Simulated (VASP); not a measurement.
**Te: single point with PBE**

Crystal: Te.

```xyz
2
Lattice="1.4470 -0.8354 4.7316 0.0000 1.6708 4.7316 -1.4470 -0.8354 4.7316" Properties=species:S:1:pos:R:3 pbc="T T T"
Te    0.0000    0.0000    3.5487
Te    0.0000    0.0000   -3.5487
```

This isn't the form of Te at room conditions, which is trigonal, of chains.

| Item | Value |
| --- | --- |
| Program | VASP 6.6.1 |
| Task | single point |
| Functional | PBE |
| Potentials or basis | VASP PAW PBE potentials, release 64 (Te) |
| Cutoff | 520 eV |
| k mesh | 13 × 13 × 13 |
| Occupations | fermi-dirac, width 0.08 eV |
| Spin | no spin polarisation |

* Pressure: 87.3 GPa
* Band gap on the k mesh: zero (bands 6 and 7 overlap by 10.65 eV)

Levels at points of the mesh, in eV from the Fermi level:
| k point | band 4 | band 5 | band 6 | band 7 | band 8 | band 9 |
| --- | --- | --- | --- | --- | --- | --- |
| (0.00, 0.00, 0.00) | 3.75 | 3.75 | 6.52 | 6.56 | 6.56 | 8.72 |

Wall time 7.6 min on 1 thread of AMD EPYC 7R13, with other jobs on the host, peak memory 0.26 GiB.

Caveat: the cell stands under pressure; spin-orbit coupling is left out, which moves the levels of the heavy elements.
